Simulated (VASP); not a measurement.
**KCl: single point with PBEsol**

The system is KCl.

```
CELL_PARAMETERS angstrom
3.77117 0.00000 0.00000
0.00000 3.77117 0.00000
0.00000 0.00000 3.77117
ATOMIC_POSITIONS crystal
K 0.00000 0.00000 0.00000
Cl 0.50000 0.50000 0.50000
```

| Property | Result |
| --- | --- |
| Program | VASP 6.6.1 |
| Task | single point |
| Functional | PBEsol |
| Potentials or basis | VASP PAW PBE potentials, release 64 (K_sv, Cl) |
| Cutoff | 520 eV |
| k mesh | 6 × 6 × 6 |
| Occupations | gaussian, width 0.01 eV |
| Spin | no spin polarisation |
| Dipole correction | no |
| Further INCAR settings | ALGO = Normal; EDIFF = 1e-07; NBANDS = 15 |

| Property | Result |
| --- | --- |
| Pressure | -0.5 GPa |
| Band gap on the k mesh | 4.84 eV, indirect (least direct gap 5.06 eV) |

Levels at points of the mesh, in eV from the valence-band top:
```
           k point  band 4  band 5  band 6  band 7  band 8  band 9  band 10  band 11  band 12  band 13
(0.00, 0.00, 0.00)  -11.24  -11.24   -0.22   -0.22   -0.22    4.84     6.39     6.39    10.77    10.77
(0.50, 0.00, 0.00)  -11.20  -11.09   -1.95   -0.24   -0.24    7.78     7.85     8.43    10.00    10.64
(0.50, 0.50, 0.00)  -11.51  -11.17   -1.30   -1.30    0.00    6.08     7.22     8.92     8.92    11.60
(0.50, 0.50, 0.50)  -11.44  -11.44   -1.47   -1.47   -1.47    8.82     8.82     8.82    10.06    10.06
```

It took 7.5 s on 1 thread of Intel(R) Xeon(R) Platinum 8559C (Emerald Rapids), on a shared host, peak memory 0.15 GiB.

Caveat: the PAW data sets were made with another functional, which shifts forces and pressure a little. A k mesh can miss the band edges.
